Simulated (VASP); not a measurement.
Input of a VASP 6.6.1 run:

File INCAR:

```
SYSTEM = As
PREC = Accurate ; ENCUT = 520
EDIFF = 1E-6 ; ISMEAR = 0
SIGMA = 0.05 ; LREAL = .False.
LASPH = .True. ; NELM = 100
ALGO = Normal ; ISIF = 2
LWAVE = .False. ; LCHARG = .False.
GGA = PE ; NBANDS = 12
```

File KPOINTS:

```
Automatic mesh
0
Gamma
  6 6 6
  0 0 0
```

The input POSCAR:

```
As
1.0
    1.9108147899      1.1032094333      3.5541020418
   -1.9108147899      1.1032094333      3.5541020418
    0.0000000000     -2.2064188667      3.5541020418
As
2
Direct
    0.2263663042      0.2263663042      0.2263663042
    0.7736336958      0.7736336958      0.7736336958
```

Potentials or basis: VASP PAW PBE potentials, release 64 (As).

Run with:

```sh
$ cat potpaw_PBE.64/As/POTCAR > POTCAR
$ mpirun -np 1 vasp_std > vasp.out
```

(1) Estimate the largest force.

(2) What does it give for the pressure?

Results:

(1) 0.047 eV/Å.

(2) 0.3 GPa.
